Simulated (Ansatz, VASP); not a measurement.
HgTe: VASP beside Ansatz

The input INCAR:

```
SYSTEM = HgTe
ALGO = Normal ; EDIFF = 1E-7
ENCUT = 520 ; GGA = PE
ISIF = 2 ; ISMEAR = 0
LASPH = .True. ; LCHARG = .True.
LELF = .True. ; LREAL = .False.
LVHAR = .True. ; LWAVE = .False.
NBANDS = 16 ; NELM = 80
PREC = Accurate ; SIGMA = 0.024
```

KPOINTS

```
k-points
0
Gamma
  7 7 7
  0 0 0
```

Contents of POSCAR:

```
HgTe
1.0
    0.0000000000      3.2145000000      3.2145000000
    3.2145000000      0.0000000000      3.2145000000
    3.2145000000      3.2145000000      0.0000000000
Hg Te
1 1
Direct
    0.0000000000      0.0000000000      0.0000000000
    0.7500000000      0.7500000000      0.7500000000
```

input.yaml

```yaml
crystal:
  lattice:
    - [0.0, 3.2145, 3.2145]
    - [3.2145, 0.0, 3.2145]
    - [3.2145, 3.2145, 0.0]
  atoms:
    - { symbol: Hg, position: [0.0, 0.0, 0.0] }
    - { symbol: Te, position: [0.75, 0.75, 0.75] }
hamiltonian:
  xc: pbe
  pseudopotentials: { kind: paw }
kpoints:
  mp_grid: { grid: [7, 7, 7] }
scf:
  occupations: { method: gaussian, width: 0.024 }
output:
  forces: true
  stress: true
  eigenvalues: true
```

Alike in both runs: task single point; functional PBE; k mesh 7 × 7 × 7; occupations gaussian, width 0.024 eV; no spin polarisation.

|  | VASP | Ansatz |
| --- | --- | --- |
| version | VASP 6.6.1 | Ansatz 0.2.0 |
| potentials or method | VASP PAW PBE potentials, release 64 (Hg, Te) | Ansatz PAW |
| plane-wave cutoff (eV) | 520 | 420 |
| valence electrons in the cell | 18 | 36 |

|  | VASP | Ansatz | Ansatz less VASP |
| --- | --- | --- | --- |
| gap on the k mesh at the Fermi level (eV) | none | none | - |
| pressure (GPa) | 4.6 | 4.6 | -0.08 |

A gap of «none» marks a metal or a gap that the smearing closes. VASP's potentials hold 18 valence electrons a cell and Ansatz's 36, so a difference there can come from the potentials and not from the codes.

Spin-orbit coupling is off throughout.
